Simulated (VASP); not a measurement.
Crystal: TiO2.

```
Ti O
1.0
     2.70603   -2.70666    0.00000
     2.70603    2.70666    0.00000
    -2.63353    0.00000    4.79664
Ti O
2 4
Direct
  0.86589 0.13411 0.75000
  0.13411 0.86589 0.25000
  0.08876 0.33122 0.16715
  0.91124 0.66878 0.83285
  0.66878 0.91124 0.33285
  0.33122 0.08876 0.66715
```

Base run:

- Program: VASP 6.6.1
- Functional: PBE
- Potentials or basis: VASP PAW PBE potentials, release 64 (Ti_sv, O)
- Cutoff: 520 eV
- k mesh: 8 × 8 × 6
- Occupations: fermi-dirac, width 0.05 eV
- Spin: no spin polarisation
- Hubbard terms: Ti d U = 2.0 eV

Its results: band gap on the k mesh 2.31 eV (least direct gap 2.67 eV); pressure 2.3 GPa; largest force 0.158 eV/Å.

Problem. The run is repeated on the same cell with these changes: hubbard terms from Ti d U = 2.0 eV to Ti d U = 8.0 eV. What comes out?

Solution. Band gap on the k mesh 3.27 eV (least direct gap 3.66 eV); pressure 12.8 GPa; largest force 0.446 eV/Å.

Caveats: the cell stands under pressure (at least some runs).

A k mesh can miss the band edges.
